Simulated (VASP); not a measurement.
Set up this calculation in VASP 6.6.1, as the native input.

| Property | Result |
| --- | --- |
| Task | single point |
| Functional | r2SCAN |
| Potentials or basis | VASP PAW PBE potentials, release 64 (Te, Se) |
| Cutoff | 520 eV |
| k mesh | 10 × 10 × 10 |
| Occupations | gaussian, width 0.1 eV |
| Spin | no spin polarisation |
| Dipole correction | no |
| Further INCAR settings | ALGO = Normal; EDIFF = 1e-07; NBANDS = 20 |

TeSe3:

```
Te Se
1.0
     4.46298    0.00000    0.00000
     0.00000    4.46298    0.00000
     0.00000    0.00000    4.46298
Te Se
1 3
Direct
  0.00000 0.00000 0.00000
  0.00000 0.50000 0.50000
  0.50000 0.00000 0.50000
  0.50000 0.50000 0.00000
```

These files were run (other wordings do the same):

POSCAR

```
TeSe3
1.0
    4.4629819370      0.0000000000      0.0000000000
    0.0000000000      4.4629819370      0.0000000000
    0.0000000000      0.0000000000      4.4629819370
Te Se
1 3
Direct
    0.0000000000      0.0000000000      0.0000000000
    0.0000000000      0.5000000000      0.5000000000
    0.5000000000      0.0000000000      0.5000000000
    0.5000000000      0.5000000000      0.0000000000
```

INCAR.step1

```
PREC = Accurate ; ENCUT = 520
ISMEAR = 0 ; SIGMA = 0.1
LREAL = False ; LASPH = True
NELM = 80 ; NBANDS = 20
GGA = PE ; ALGO = Normal
EDIFF = 1E-4 ; LWAVE = True
LCHARG = False
```

INCAR.step2

```
PREC = Accurate ; ENCUT = 520
EDIFF = 1E-7 ; ISMEAR = 0
SIGMA = 0.1 ; LREAL = False
LASPH = True ; NELM = 80
ALGO = Normal ; ISIF = 2
LWAVE = False ; LCHARG = False
METAGGA = R2SCAN ; LMIXTAU = True
NBANDS = 20 ; ISTART = 1
```

KPOINTS

```
Automatic mesh
0
Gamma
  10 10 10
```

Potentials or basis: VASP PAW PBE potentials, release 64 (Te, Se).

Command:

```console
$ cat potpaw_PBE.64/Te/POTCAR potpaw_PBE.64/Se/POTCAR > POTCAR
$ cp INCAR.step1 INCAR
$ mpirun -np 1 vasp_std > vasp.out
$ cp INCAR.step2 INCAR
$ mpirun -np 1 vasp_std > vasp.out
```

Results of the run:

```json
{
 "Pressure": "-0.1 GPa",
 "Band gap on the k mesh": "zero (bands 12 and 13 overlap by 2.10 eV)"
}
```

Caveat: the PAW data sets were made with another functional, which shifts forces and pressure a little; spin-orbit coupling is left out, which moves the levels of the heavy elements.

Run time: 3.9 min on 1 thread of Intel(R) Xeon(R) Platinum 8488C (Sapphire Rapids), on a shared host, peak memory 0.27 GiB.
